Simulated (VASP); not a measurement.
# NaCl (I4/mmm) in VASP: notebook

NaCl is run at these levels: PBEsol; tasks: single point.

Program: VASP 6.6.1. These are calculated values, not measurements. Logs are shortened: lines on timing, memory, paths and dates and some standing lists are left out, and cuts for length are marked.

**1. The cell of the first run**

Symmetry: I4/mmm, No. 139, tetragonal system. Conventional cell: a = 3.684 Å, b = 3.684 Å, c = 5.663 Å, α = 90.00°, β = 90.00°, γ = 90.00°. Within 3.4 Å of Na (site symmetry 4/mmm) lie 6 Cl at 2.61 to 2.83 Å. Within 3.4 Å of Cl (site symmetry 4/mmm) lie 6 Na at 2.61 to 2.83 Å.

**2. Single point, PBEsol (strain -0.080 along x and y, +0.000 along z)**

Contents of INCAR:

```
SYSTEM = NaCl
ALGO = Normal ; EDIFF = 1E-6
ENCUT = 520 ; GGA = PS
ISIF = 2 ; ISMEAR = 0
LASPH = .True. ; LCHARG = .True.
LELF = .True. ; LREAL = .False.
LVHAR = .True. ; LWAVE = .False.
NBANDS = 14 ; NELM = 100
PREC = Accurate ; SIGMA = 0.05
```

Contents of KPOINTS:

```
k-points
0
Gamma
  8 8 8
  0 0 0
```

Contents of POSCAR:

```
NaCl
1.0
    0.0000000000      2.6052100000      2.8317500000
    2.6052100000      0.0000000000      2.8317500000
    2.6052100000      2.6052100000      0.0000000000
Na Cl
1 1
Direct
    0.0000000000      0.0000000000      0.0000000000
    0.5000000000      0.5000000000      0.5000000000
```

Potentials or basis: VASP PAW PBE potentials, release 64 (Na_pv, Cl).

On the command line:

```console
$ cat potpaw_PBE.64/Na_pv/POTCAR potpaw_PBE.64/Cl/POTCAR > POTCAR
$ mpirun -np 1 vasp_std > vasp.out
```

OUTCAR:

```text
SYSTEM = NaCl
   EDIFF = 1E-6
   ENCUT = 520
   GGA = PS
   ISIF = 2
   ISMEAR = 0
   LASPH = .True.
   LREAL = .False.
   NELM = 100
   PREC = Accurate

 ion  position               nearest neighbor table
   1  0.000  0.000  0.000-   2 2.61   2 2.61   2 2.61   2 2.61
   2  0.500  0.500  0.500-   1 2.61   1 2.61   1 2.61   1 2.61

  LATTYP: Found a body centered tetragonal cell.
 ALAT       =     3.6843233148
 C/A-ratio  =     1.5371886548

  Lattice vectors:

 A1 = (  -2.6052100000,   0.0000000000,   2.8317500000)
 A2 = (   2.6052100000,   0.0000000000,   2.8317500000)
 A3 = (   0.0000000000,   2.6052100000,  -2.8317500000)

Analysis of symmetry for initial positions (statically):
=====================================================================
 Subroutine PRICEL returns:
 Original cell was already a primitive cell.

 Routine SETGRP: Setting up the symmetry group for a
 body centered tetragonal supercell.

 Subroutine GETGRP returns: Found 16 space group operations
 (whereof 16 operations were pure point group operations)
 out of a pool of 16 trial point group operations.

The static configuration has the point symmetry D_4h.

Analysis of symmetry for dynamics (positions and initial velocities):
=====================================================================
 Subroutine PRICEL returns:
 Original cell was already a primitive cell.

 Routine SETGRP: Setting up the symmetry group for a
 body centered tetragonal supercell.

 Subroutine GETGRP returns: Found 16 space group operations
 (whereof 16 operations were pure point group operations)
 out of a pool of 16 trial point group operations.

The dynamic configuration has the point symmetry D_4h.

 Subroutine INISYM returns: Found 16 space group operations
 (whereof 16 operations are pure point group operations),
 and found     1 'primitive' translations

----------------------------------------------------------------------------------------

                                     Primitive cell

  volume of cell :      38.4388

  direct lattice vectors                    reciprocal lattice vectors
     0.000000000  2.605210000  2.831750000    -0.191923108  0.191923108  0.176569259
     2.605210000  0.000000000  2.831750000     0.191923108 -0.191923108  0.176569259
     2.605210000  2.605210000  0.000000000     0.191923108  0.191923108 -0.176569259

  length of vectors
     3.847847087  3.847847087  3.684323315     0.323798799  0.323798799  0.323798799

  position of ions in fractional coordinates (direct lattice)
     0.000000000  0.000000000  0.000000000
     0.500000000  0.500000000  0.500000000

  ion indices of the primitive-cell ions
   primitive index   ion index
                 1           1
                 2           2

----------------------------------------------------------------------------------------

 KPOINTS: k-points

Automatic generation of k-mesh.
 Grid dimensions read from file:
 generate k-points for:    8    8    8

 Generating k-lattice:

  Cartesian coordinates                     Fractional coordinates (reciprocal lattice)
    -0.023990388  0.023990388  0.022071157     0.125000000  0.000000000  0.000000000
     0.023990388 -0.023990388  0.022071157     0.000000000  0.125000000  0.000000000
     0.023990388  0.023990388 -0.022071157    -0.000000000 -0.000000000  0.125000000

  Length of vectors
     0.040474850  0.040474850  0.040474850

  Shift w.r.t. Gamma in fractional coordinates (k-lattice)
     0.000000000  0.000000000  0.000000000

 Subroutine IBZKPT returns following result:
 ===========================================

 Found     59 irreducible k-points:

 Following reciprocal coordinates:
            Coordinates               Weight
  0.000000  0.000000  0.000000      1.000000
  0.125000  0.000000  0.000000      8.000000
  0.250000  0.000000  0.000000      8.000000
  0.375000  0.000000  0.000000      8.000000
  0.500000  0.000000  0.000000      4.000000
  0.125000  0.125000  0.000000      2.000000
[... 16 lines left out ...]
  0.250000  0.000000  0.125000     16.000000
  0.375000  0.000000  0.125000     16.000000
 [... further k-points ...]
   k-points           NKPTS =     59   k-points in BZ     NKDIM =     59   number of bands    NBANDS=     14
   number of dos      NEDOS =    301   number of ions     NIONS =      2
   total plane-waves  NPLWV =  25200
   dimension x,y,z NGX =    30 NGY =   30 NGZ =   28
   dimension x,y,z NGXF=    60 NGYF=   60 NGZF=   56
   ions per type =               1   1
   NGX,Y,Z   is equivalent  to a cutoff of  12.96, 12.96, 12.63 a.u.
   NGXF,Y,Z  is equivalent  to a cutoff of  25.92, 25.92, 25.27 a.u.
 SYSTEM =  NaCl
   PREC   = accura    normal or accurate (medium, high low for compatibility)
   ISTART =      0    job   : 0-new  1-cont  2-samecut
   ICHARG =      2    charge: 1-file 2-atom 10-const
   ISPIN  =      1    spin polarized calculation?
   LNONCOLLINEAR =      F non collinear calculations
   LSORBIT =      F    spin-orbit coupling
   LASPH  =      T    aspherical Exc in radial PAW
   ENCUT  =  520.0 eV  38.22 Ry    6.18 a.u.   7.15  7.15  6.85*2*pi/ulx,y,z
   NELM   =    100;   NELMIN=  2; NELMDL= -5     # of ELM steps
   EDIFF  = 0.1E-05   stopping-criterion for ELM
   LREAL  =      F    real-space projection
   EDIFFG = 0.1E-04   stopping-criterion for IOM
   NSW    =      0    number of steps for IOM
   IBRION =     -1    ionic relax: 0-MD 1-quasi-New 2-CG
   NFREE  =      0    steps in history (QN), initial steepest desc. (CG)
   ISIF   =      2    stress and relaxation
   ISYM   =      2    0-nonsym 1-usesym 2-fastsym
   POTIM  = 0.5000    time-step for ionic-motion
   TEBEG  =    0.0;   TEEND  =   0.0 temperature during run
   PSTRESS=    0.0 pullay stress
   NELECT =      14.0000    total number of electrons
   NUPDOWN=      -1.0000    fix difference up-down
   EMIN   =  10.00;   EMAX   =-10.00  energy-range for DOS
   EFERMI =   0.00;   METHOD = LEGACY
   ISMEAR =     0;   SIGMA  =   0.05  broadening in eV -4-tet -1-fermi 0-gaus
   EFERMI_NEDOS =   21; number of points for ismear=-14 and -15
   IALGO  =     38    algorithm
   IMIX   =      4    mixing-type and parameters
     AMIX     =   0.40;   BMIX     =  1.00
     AMIX_MAG =   1.60;   BMIX_MAG =  1.00
  volume/ion in A,a.u.               =      19.22       129.70
  Fermi-wavevector in a.u.,A,eV,Ry     =   1.169124  2.209325 18.597148  1.366852
  Thomas-Fermi vector in A             =   2.305602
   LORBIT       =      0    0 simple, 1 ext, 2 COOP (PROOUT), +10 PAW based schemes
   GGA     = PS    functional components
   LHFCALC =     F    Hartree Fock is set to
   AEXX    =    0.0000 exact exchange contribution
   IVDW    =     0    specifies the selected vdW correction
   LEPSILON=     F    determine dielectric tensor
   LRPA    =     F    only Hartree local field effects (RPA)
 non-spin polarized calculation
 Gauss-broadening in eV      SIGMA  =   0.05
  energy-cutoff  :      520.00
  volume of cell :       38.44
 maximum number of plane-waves:      1054
 NGX is ok and might be reduce to    30
   NGX = 15   NGY = 15   NGZ = 13

 number of electron      13.9999994 magnetization

 Free energy of the ion-electron system (eV)
  ---------------------------------------------------
  ext. energy  EPLUGINS =         0.00000000
  ---------------------------------------------------
  free energy    TOTEN  =        -6.87823406 eV

  energy without entropy =       -6.87823406  energy(sigma->0) =       -6.87823406

 E-fermi :   0.5056     XC(G=0):  -9.0226

 val. band max:        0.2112704629   @ k =   0.0000   0.0000   0.0000
 cond. band min:       5.7589452367   @ k =   0.0000   0.0000   0.0000
 fundamental gap:      5.5476747737
 Fermi energy:         0.5056203753

 k-point     1 :       0.0000    0.0000    0.0000
  band No.  band energies     occupation
      1     -20.2013      2.00000
      2     -20.1995      2.00000
      3     -20.1995      2.00000
      4     -12.8591      2.00000
      5       0.1991      2.00000
      6       0.1991      2.00000
      7       0.2113      2.00000
      8       5.7589      0.00000
      9      10.8742      0.00000
     10      11.5903      0.00000
     11      11.5903      0.00000
     12      13.1973      0.00000
     13      14.3179      0.00000
     14      15.4304      0.00000

 k-point     2 :       0.1250    0.0000    0.0000
  band No.  band energies     occupation
      1     -20.2100      2.00000
      2     -20.2019      2.00000
      3     -20.1995      2.00000
      4     -12.7830      2.00000
      5      -0.2791      2.00000
      6       0.1347      2.00000
      7       0.1544      2.00000
      8       6.3230      0.00000
      9      10.7353      0.00000
     10      11.3649      0.00000
     11      11.8409      0.00000
     12      13.0806      0.00000
     13      14.0331      0.00000
     14      16.5305      0.00000

 k-point     3 :       0.2500    0.0000    0.0000
  band No.  band energies     occupation
      1     -20.2341      2.00000
      2     -20.2045      2.00000
      3     -20.1996      2.00000
      4     -12.5920      2.00000
      5      -1.2216      2.00000
      6      -0.0335      2.00000
      7       0.0498      2.00000
      8       7.2620      0.00000
      9      10.4388      0.00000
     10      11.3875      0.00000
     11      12.1890      0.00000
     12      13.6371      0.00000
     13      14.0319      0.00000
     14      16.9119      0.00000
[... 324 lines left out ...]
 k-point    23 :       0.2500    0.0000    0.1250
  band No.  band energies     occupation
      1     -20.2289      2.00000
      2     -20.2056      2.00000
      3     -20.2034      2.00000
      4     -12.5976      2.00000
      5      -1.0315      2.00000
      6      -0.1060      2.00000
      7      -0.0496      2.00000
      8       7.4076      0.00000
      9       9.8656      0.00000
     10      11.8285      0.00000
     11      12.1483      0.00000
     12      12.9991      0.00000
     13      14.2227      0.00000
     14      17.9630      0.00000

 k-point    24 :       0.3750    0.0000    0.1250
  band No.  band energies     occupation
      1     -20.2506      2.00000
      2     -20.2081      2.00000
      3     -20.2037      2.00000
      4     -12.4062      2.00000
      5      -1.7742      2.00000
      6      -0.2398      2.00000
      7      -0.2206      2.00000
      8       7.9241      0.00000
      9      10.2718      0.00000
     10      11.3620      0.00000
     11      11.9186      0.00000
     12      14.3423      0.00000
     13      15.6871      0.00000
     14      17.6409      0.00000

 [... further k-points ...]

------------------------ aborting loop because EDIFF is reached ----------------------------------------

  FORCE on cell =-STRESS in cart. coord.  units (eV):
  Direction    XX          YY          ZZ          XY          YZ          ZX
  --------------------------------------------------------------------------------------
  -------------------------------------------------------------------------------------
  Total        1.8444669      1.8444669      0.2775188      0.0000000      0.0000000      0.0000000
  in kB       76.8795934     76.8795934     11.5673158      0.0000000      0.0000000      0.0000000
  external PRESSURE =      55.1088342 kB  Pullay stress =       0.0000000 kB

 VOLUME and BASIS-vectors are now :
 -----------------------------------------------------------------------------
  energy-cutoff  :      520.00
  volume of cell :       38.44
      direct lattice vectors                 reciprocal lattice vectors
     0.000000000  2.605210000  2.831750000    -0.191923108  0.191923108  0.176569259
     2.605210000  0.000000000  2.831750000     0.191923108 -0.191923108  0.176569259
     2.605210000  2.605210000  0.000000000     0.191923108  0.191923108 -0.176569259

 POSITION                                       TOTAL-FORCE (eV/Angst)
 -----------------------------------------------------------------------------------
      0.00000      0.00000      0.00000        -0.000000      0.000000      0.000000
      2.60521      2.60521      2.83175         0.000000      0.000000     -0.000000
 -----------------------------------------------------------------------------------
    total drift:                               -0.000000      0.000000      0.000000

  FREE ENERGIE OF THE ION-ELECTRON SYSTEM (eV)
  ---------------------------------------------------
  free  energy   TOTEN  =        -6.8782340630 eV

  energy  without entropy=       -6.8782340630  energy(sigma->0) =       -6.87823406
```

Run time: 43 s. Hardware: 1 thread of Intel Xeon 8259CL, shared host; peak memory 0.17 GiB.

Results:

* Free energy: -6.8782 eV
* Pressure: 5.5 GPa
* Band gap on the k mesh: 5.55 eV

Caveat: the cell differs from its parent crystal (strain -0.080 along x and y, +0.000 along z); the cell stands under pressure; the PAW data sets were made with another functional, which shifts forces and pressure a little.

**3. Single point, PBEsol (strain -0.080 along x and y, +0.040 along z)**

Contents of INCAR:

```
SYSTEM = NaCl
PREC = Accurate
ENCUT = 520
EDIFF = 1E-6
ISMEAR = 0
SIGMA = 0.05
LREAL = .FALSE.
LASPH = .TRUE.
NELM = 60
ALGO = Normal
ISIF = 2
LWAVE = .FALSE.
LCHARG = .FALSE.
GGA = PS
NBANDS = 14
```

Contents of KPOINTS:

```
Automatic mesh
0
G
  8 8 8
  0 0 0
```

Contents of POSCAR:

```
NaCl
1.0
    0.0000000000      2.6052100000      2.9450200000
    2.6052100000      0.0000000000      2.9450200000
    2.6052100000      2.6052100000      0.0000000000
Na Cl
1 1
Direct
    0.0000000000      0.0000000000      0.0000000000
    0.5000000000      0.5000000000      0.5000000000
```

Potentials or basis: VASP PAW PBE potentials, release 64 (Na_pv, Cl).

On the command line:

```console
$ cat potpaw_PBE.64/Na_pv/POTCAR potpaw_PBE.64/Cl/POTCAR > POTCAR
$ mpirun -np 1 vasp_std > vasp.out
```

It took 40 s on 1 thread of Intel Xeon 8259CL, shared host; peak memory 0.17 GiB.

The run converged. Its results:

```
Free energy            : -6.8799 eV
Pressure               : 4.4 GPa
Band gap on the k mesh : 5.38 eV
```

Stress tensor (GPa, compression positive):
```
 6.97  0.00  0.00
 0.00  6.97  0.00
 0.00  0.00 -0.73
```

Levels at points of the mesh, in eV from the valence-band top:
| k point | band 4 | band 5 | band 6 | band 7 | band 8 | band 9 | band 10 | band 11 |
| --- | --- | --- | --- | --- | --- | --- | --- | --- |
| (0.00, 0.00, 0.00) | -12.96 | -0.01 | -0.01 | 0.00 | 5.38 | 10.49 | 11.51 | 11.51 |
| (0.50, 0.00, 0.00) | -12.45 | -2.37 | -0.46 | -0.24 | 7.22 | 10.66 | 11.37 | 11.86 |
| (0.50, 0.50, 0.00) | -12.53 | -2.10 | -0.51 | -0.51 | 7.96 | 8.09 | 11.18 | 15.68 |
| (0.50, 0.00, 0.50) | -12.36 | -1.99 | -1.04 | -0.62 | 7.67 | 7.79 | 12.32 | 14.52 |

Caveat: the cell differs from its parent crystal (strain -0.080 along x and y, +0.040 along z); the cell stands under pressure; the PAW data sets were made with another functional, which shifts forces and pressure a little.
